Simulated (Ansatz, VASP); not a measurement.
# Two plane-wave programs on InP3

```
In P
1.0
     3.74150    2.16016    3.63879
    -3.74150    2.16016    3.63879
     0.00000   -4.32031    3.63879
In P
2 6
Direct
  0.27025 0.27025 0.27025
  0.72975 0.72975 0.72975
  0.79829 0.24470 0.79829
  0.79829 0.79829 0.24470
  0.24470 0.79829 0.79829
  0.20171 0.75530 0.20171
  0.75530 0.20171 0.20171
  0.20171 0.20171 0.75530
```

Change from the starting cell: strain +0.000 along x and y, +0.080 along z, atoms carried along.

Alike in both runs: task single point; functional r2SCAN; k mesh 6 × 6 × 6; occupations gaussian, width 0.15 eV; no spin polarisation.

```csv
,VASP,Ansatz
version,VASP 6.6.1,Ansatz 0.2.0
potentials or method,"VASP PAW PBE potentials, release 64 (In_d, P), cutoff 550 eV","scalar-relativistic, plane waves, PAW"
valence electrons in the cell,56,56
```

```tsv
	VASP	Ansatz	Ansatz less VASP
gap on the k mesh at the Fermi level (eV)	none	none	-
pressure (GPa)	-4.4	-4.1	+0.29
traceless stress, the component that is largest in VASP (GPa)	-3.06	-3.06	0.000
rms of the force components (eV/Å)	0.438	0.395	-0.0428
```

VASP's potentials were made for PBE, not for r2SCAN. Atom by atom the forces differ by 0.046 eV/Å (rms over components). A gap of «none» marks a metal or a gap that the smearing closes.
